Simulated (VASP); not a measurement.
# Sr4Ca12B (a cell with a defect) in VASP: further runs

Runs on Sr4Ca12B (a cell with a defect). Level: PBE. Tasks: single point, relaxation of the atoms.

All numbers are computed with VASP 6.6.1; they aren't measurements. Logs are shortened: lines on timing, memory, paths and dates and some standing lists are left out, and cuts for length are marked.

**1. The cell of the first run**

The cell holds a defect, 17 atoms: a = 9.036 Å, b = 9.036 Å, c = 9.036 Å, α = 90.00°, β = 90.00°, γ = 90.00°.

**2. Single point, PBE**

INCAR reads:

```
PREC     = Accurate       # precision mode
ENCUT    = 520            # plane-wave cutoff, eV
EDIFF    = 1E-6           # SCF threshold, eV
ISMEAR   = -1             # smearing method
SIGMA    = 0.05           # smearing width, eV
LREAL    = Auto         
LASPH    = True           # aspherical terms in the spheres
NELM     = 80             # most SCF steps
ALGO     = Normal         # electronic algorithm
ISIF     = 2              # what is computed and relaxed
LWAVE    = False          # write WAVECAR
LCHARG   = True           # write CHGCAR
GGA      = PE             # functional
LELF     = True           # ELF
LVHAR    = True         
NBANDS   = 96             # bands
```

KPOINTS reads:

```
Automatic mesh
0
Gamma
  1 1 1
```

POSCAR reads:

```
Sr4Ca12B
1.0
    9.0357520000      0.0000000000      0.0000000000
    0.0000000000      9.0357520000      0.0000000000
    0.0000000000      0.0000000000      9.0357520000
Sr Ca B
4 12 1
Direct
   -0.0151583440     -0.0013346185      0.0000132213
    0.5169170060      0.4873677095      0.0000490540
    0.4767246690     -0.0055117046      0.5000709882
    0.0376168154      0.5329890839      0.5000837329
    0.2415348456      0.2536543631      0.2388327469
    0.7381628230      0.7521306882      0.7379861069
    0.4979738227      0.4890947456      0.5000611955
    0.7381802082      0.7521134258      0.2621467691
    0.2415352107      0.2536067042      0.7613094974
    0.0207682281     -0.0142063443      0.5000064586
    0.7679508042      0.2491828962      0.7200078124
    0.2595159221      0.7567064954      0.2248941351
   -0.0101305540      0.5129043540      0.0000060626
    0.2595253861      0.7568342748      0.7752728903
    0.7679417539      0.2491766413      0.2801620368
    0.5107640192      0.0150283724      0.0001060633
    0.3228645839      0.7091527131      0.5000933286
```

Potentials or basis: VASP PAW PBE potentials, release 64 (Sr_sv, Ca_sv, B).

Launch:

```sh
> cat potpaw_PBE.64/Sr_sv/POTCAR potpaw_PBE.64/Ca_sv/POTCAR potpaw_PBE.64/B/POTCAR > POTCAR
> mpirun -np 1 vasp_gam > vasp.out
```

OUTCAR:

```text
PREC = Accurate
   ENCUT = 520
   EDIFF = 1E-6
   ISMEAR = -1
   LREAL = Auto
   LASPH = True
   NELM = 80
   ISIF = 2
   GGA = PE

 ion  position               nearest neighbor table
   1  0.985  0.999  0.000-  14 3.88  12 3.88   9 3.92   5 3.92  11 3.92  15 3.92   6 3.94   8 3.94

   2  0.517  0.487  0.000-   5 3.91   9 3.91   6 3.91   8 3.92  12 3.93  14 3.93  11 4.02  15 4.02

   3  0.477  0.994  0.500-  17 2.93  14 3.83  12 3.83   6 3.87   8 3.87   9 3.95   5 3.95  15 4.02
                            11 4.02  10 4.12
   4  0.038  0.533  0.500-  17 3.03  12 3.78  14 3.78   5 3.92   9 3.92   8 3.98   6 3.98  11 4.06
                            15 4.06  10 4.09
   5  0.242  0.254  0.239-   2 3.91   4 3.92   1 3.92   3 3.95
   6  0.738  0.752  0.738-   3 3.87   2 3.91   1 3.94   4 3.98
   7  0.498  0.489  0.500-  17 2.54
   8  0.738  0.752  0.262-   3 3.87   2 3.92   1 3.94   4 3.98
   9  0.242  0.254  0.761-   2 3.91   1 3.92   4 3.92   3 3.95
  10  0.021  0.986  0.500-   4 4.09   3 4.12
  11  0.768  0.249  0.720-   1 3.92   3 4.02   2 4.02   4 4.06
  12  0.260  0.757  0.225-  17 2.59   4 3.78   3 3.83   1 3.88   2 3.93
  13  0.990  0.513  0.000-
  14  0.260  0.757  0.775-  17 2.59   4 3.78   3 3.83   1 3.88   2 3.93
  15  0.768  0.249  0.280-   1 3.92   3 4.02   2 4.02   4 4.06
  16  0.511  0.015  0.000-
  17  0.323  0.709  0.500-   7 2.54  12 2.59  14 2.59   3 2.93   4 3.03

  LATTYP: Found a simple cubic cell.
 ALAT       =     9.0357520000

  Lattice vectors:

 A1 = (   9.0357520000,   0.0000000000,   0.0000000000)
 A2 = (   0.0000000000,   9.0357520000,   0.0000000000)
 A3 = (   0.0000000000,   0.0000000000,   9.0357520000)

Analysis of symmetry for initial positions (statically):
=====================================================================
 Subroutine PRICEL returns:
 Original cell was already a primitive cell.

 Routine SETGRP: Setting up the symmetry group for a
 simple cubic supercell.

 Subroutine GETGRP returns: Found  1 space group operations
 (whereof  1 operations were pure point group operations)
 out of a pool of 48 trial point group operations.

The static configuration has the point symmetry C_1 .

Analysis of symmetry for dynamics (positions and initial velocities):
=====================================================================
 Subroutine PRICEL returns:
 Original cell was already a primitive cell.

 Routine SETGRP: Setting up the symmetry group for a
 simple cubic supercell.

 Subroutine GETGRP returns: Found  1 space group operations
 (whereof  1 operations were pure point group operations)
 out of a pool of 48 trial point group operations.

The dynamic configuration has the point symmetry C_1 .

 Subroutine INISYM returns: Found  1 space group operations
 (whereof  1 operations are pure point group operations),
 and found     1 'primitive' translations

----------------------------------------------------------------------------------------

                                     Primitive cell

  volume of cell :     737.7223

  direct lattice vectors                    reciprocal lattice vectors
     9.035752000  0.000000000  0.000000000     0.110671475  0.000000000  0.000000000
     0.000000000  9.035752000  0.000000000     0.000000000  0.110671475  0.000000000
     0.000000000  0.000000000  9.035752000     0.000000000  0.000000000  0.110671475

  length of vectors
     9.035752000  9.035752000  9.035752000     0.110671475  0.110671475  0.110671475

  position of ions in fractional coordinates (direct lattice)
     0.984841656  0.998665381  0.000013221
     0.516917006  0.487367709  0.000049054
     0.476724669  0.994488295  0.500070988
     0.037616815  0.532989084  0.500083733
     0.241534846  0.253654363  0.238832747
     0.738162823  0.752130688  0.737986107
[... 9 lines left out ...]
     0.510764019  0.015028372  0.000106063
     0.322864584  0.709152713  0.500093329

  ion indices of the primitive-cell ions
   primitive index   ion index
                 1           1
                 2           2
                 3           3
                 4           4
                 5           5
                 6           6
[... 9 lines left out ...]
                16          16
                17          17

----------------------------------------------------------------------------------------

 KPOINTS: Automatic mesh

Automatic generation of k-mesh.
 Grid dimensions read from file:
 generate k-points for:    1    1    1

 Generating k-lattice:

  Cartesian coordinates                     Fractional coordinates (reciprocal lattice)
     0.110671475  0.000000000  0.000000000     1.000000000  0.000000000  0.000000000
     0.000000000  0.110671475  0.000000000     0.000000000  1.000000000  0.000000000
     0.000000000  0.000000000  0.110671475     0.000000000  0.000000000  1.000000000

  Length of vectors
     0.110671475  0.110671475  0.110671475

  Shift w.r.t. Gamma in fractional coordinates (k-lattice)
     0.000000000  0.000000000  0.000000000

 Subroutine IBZKPT returns following result:
 ===========================================

 Found      1 irreducible k-points:

 Following reciprocal coordinates:
            Coordinates               Weight
  0.000000  0.000000  0.000000      1.000000
   k-points           NKPTS =      1   k-points in BZ     NKDIM =      1   number of bands    NBANDS=     96
   number of dos      NEDOS =    301   number of ions     NIONS =     17
   total plane-waves  NPLWV = 343000
   dimension x,y,z NGX =    70 NGY =   70 NGZ =   70
   dimension x,y,z NGXF=   140 NGYF=  140 NGZF=  140
   ions per type =               4  12   1
   NGX,Y,Z   is equivalent  to a cutoff of  12.88, 12.88, 12.88 a.u.
   NGXF,Y,Z  is equivalent  to a cutoff of  25.76, 25.76, 25.76 a.u.
 SYSTEM =  unknown system
   PREC   = accura    normal or accurate (medium, high low for compatibility)
   ISTART =      0    job   : 0-new  1-cont  2-samecut
   ICHARG =      2    charge: 1-file 2-atom 10-const
   ISPIN  =      1    spin polarized calculation?
   LNONCOLLINEAR =      F non collinear calculations
   LSORBIT =      F    spin-orbit coupling
   LASPH  =      T    aspherical Exc in radial PAW
   ENCUT  =  520.0 eV  38.22 Ry    6.18 a.u.  16.80 16.80 16.80*2*pi/ulx,y,z
   NELM   =     80;   NELMIN=  2; NELMDL= -5     # of ELM steps
   EDIFF  = 0.1E-05   stopping-criterion for ELM
   LREAL  =      T    real-space projection
   EDIFFG = 0.1E-04   stopping-criterion for IOM
   NSW    =      0    number of steps for IOM
   IBRION =     -1    ionic relax: 0-MD 1-quasi-New 2-CG
   NFREE  =      0    steps in history (QN), initial steepest desc. (CG)
   ISIF   =      2    stress and relaxation
   ISYM   =      2    0-nonsym 1-usesym 2-fastsym
   POTIM  = 0.5000    time-step for ionic-motion
   TEBEG  =    0.0;   TEEND  =   0.0 temperature during run
   PSTRESS=    0.0 pullay stress
   NELECT =     163.0000    total number of electrons
   NUPDOWN=      -1.0000    fix difference up-down
   EMIN   =  10.00;   EMAX   =-10.00  energy-range for DOS
   EFERMI =   0.00;   METHOD = LEGACY
   ISMEAR =    -1;   SIGMA  =   0.05  broadening in eV -4-tet -1-fermi 0-gaus
   EFERMI_NEDOS =   21; number of points for ismear=-14 and -15
   IALGO  =     38    algorithm
   IMIX   =      4    mixing-type and parameters
     AMIX     =   0.40;   BMIX     =  1.00
     AMIX_MAG =   1.60;   BMIX_MAG =  1.00
  volume/ion in A,a.u.               =      43.40       292.85
  Fermi-wavevector in a.u.,A,eV,Ry     =   0.989706  1.870274 13.327163  0.979519
  Thomas-Fermi vector in A             =   2.121324
   LORBIT       =      0    0 simple, 1 ext, 2 COOP (PROOUT), +10 PAW based schemes
   GGA     = PE    functional components
   LHFCALC =     F    Hartree Fock is set to
   AEXX    =    0.0000 exact exchange contribution
   IVDW    =     0    specifies the selected vdW correction
   LEPSILON=     F    determine dielectric tensor
   LRPA    =     F    only Hartree local field effects (RPA)
 non-spin polarized calculation
  energy-cutoff  :      520.00
  volume of cell :      737.72
 maximum number of plane-waves:      9967
 NGX is ok and might be reduce to    70
   NGX = 33   NGY = 33   NGZ = 33

 number of electron     162.9999997 magnetization

 Free energy of the ion-electron system (eV)
  ---------------------------------------------------
  ext. energy  EPLUGINS =         0.00000000
  ---------------------------------------------------
  free energy    TOTEN  =       -34.77301268 eV

  energy without entropy =      -34.49382855  energy(sigma->0) =      -34.63342061

 E-fermi :   1.7860     XC(G=0):  -7.6402

 val. band max:        1.7018226522   @ k =   0.0000   0.0000   0.0000
 cond. band min:       1.8228135208   @ k =   0.0000   0.0000   0.0000
 fundamental gap:      0.1209908686
 Fermi energy:         1.7860499297

 k-point     1 :       0.0000    0.0000    0.0000
  band No.  band energies     occupation
      1     -40.4662      2.00000
      2     -40.4643      2.00000
      3     -40.4408      2.00000
      4     -40.4402      2.00000
      5     -40.4399      2.00000
      6     -40.4394      2.00000
[... 85 lines left out ...]
     92       2.5423      0.00000
     93       2.6983      0.00000
 [bands above 93 left out]

------------------------ aborting loop because EDIFF is reached ----------------------------------------

  FORCE on cell =-STRESS in cart. coord.  units (eV):
  Direction    XX          YY          ZZ          XY          YZ          ZX
  --------------------------------------------------------------------------------------
  -------------------------------------------------------------------------------------
  Total       -1.9003493     -2.5508697     -2.8433168     -1.8585172      0.0004029     -0.0006986
  in kB       -4.1271581     -5.5399512     -6.1750847     -4.0363076      0.0008751     -0.0015173
  external PRESSURE =      -5.2807314 kB  Pullay stress =       0.0000000 kB

 VOLUME and BASIS-vectors are now :
 -----------------------------------------------------------------------------
  energy-cutoff  :      520.00
  volume of cell :      737.72
      direct lattice vectors                 reciprocal lattice vectors
     9.035752000  0.000000000  0.000000000     0.110671475  0.000000000  0.000000000
     0.000000000  9.035752000  0.000000000     0.000000000  0.110671475  0.000000000
     0.000000000  0.000000000  9.035752000     0.000000000  0.000000000  0.110671475

 POSITION                                       TOTAL-FORCE (eV/Angst)
 -----------------------------------------------------------------------------------
      8.89878      9.02369      0.00012        -0.019842      0.012957      0.001571
      4.67073      4.40373      0.00044         0.005557     -0.004006     -0.000076
      4.30757      8.98595      4.51852        -0.003807     -0.034475     -0.000315
      0.33990      4.81596      4.51863         0.023270     -0.002283      0.000333
      2.18245      2.29196      2.15803        -0.012694      0.007316     -0.009300
      6.66986      6.79607      6.66826         0.007654      0.012891      0.024058
[... 9 lines left out ...]
      4.61514      0.13579      0.00096        -0.004273     -0.000901     -0.000139
      2.91732      6.40773      4.51872        -0.034045      0.029600     -0.000009
 -----------------------------------------------------------------------------------
    total drift:                                0.000476     -0.000704      0.000316

  FREE ENERGIE OF THE ION-ELECTRON SYSTEM (eV)
  ---------------------------------------------------
  free  energy   TOTEN  =       -34.7730126761 eV

  energy  without entropy=      -34.4938285484  energy(sigma->0) =      -34.63342061
```

Wall time 2.1 min (1 thread of Intel Xeon Platinum 8375C at 2.90GHz (Ice Lake), shared host); peak memory 0.67 GiB.

Results:

* Free energy: -34.7730 eV
* Pressure: -0.5 GPa
* Largest force: 0.045 eV/Å
* Band gap on the k mesh: zero (an odd number of electrons rules out a gap without spin polarisation)

Forces in eV/Å, atoms in the order of the input:
```
Sr  -0.020  0.013  0.002
Sr   0.006 -0.004  0.000
Sr  -0.004 -0.034  0.000
Sr   0.023 -0.002  0.000
Ca  -0.013  0.007 -0.009
Ca   0.008  0.013  0.024
Ca   0.031 -0.017  0.000
Ca   0.008  0.013 -0.025
Ca  -0.013  0.008  0.009
Ca   0.005 -0.019  0.001
Ca  -0.002  0.002 -0.013
Ca   0.005  0.001  0.003
Ca   0.001 -0.010  0.001
Ca   0.005 -0.001 -0.004
Ca  -0.001  0.002  0.012
Ca  -0.004 -0.001  0.000
B   -0.034  0.030  0.000
```

Caveat: the k points lie up to 0.70 Å⁻¹ apart, too coarse for converged energies and pressures of a metal.

(Continued in part 2 of 2.)
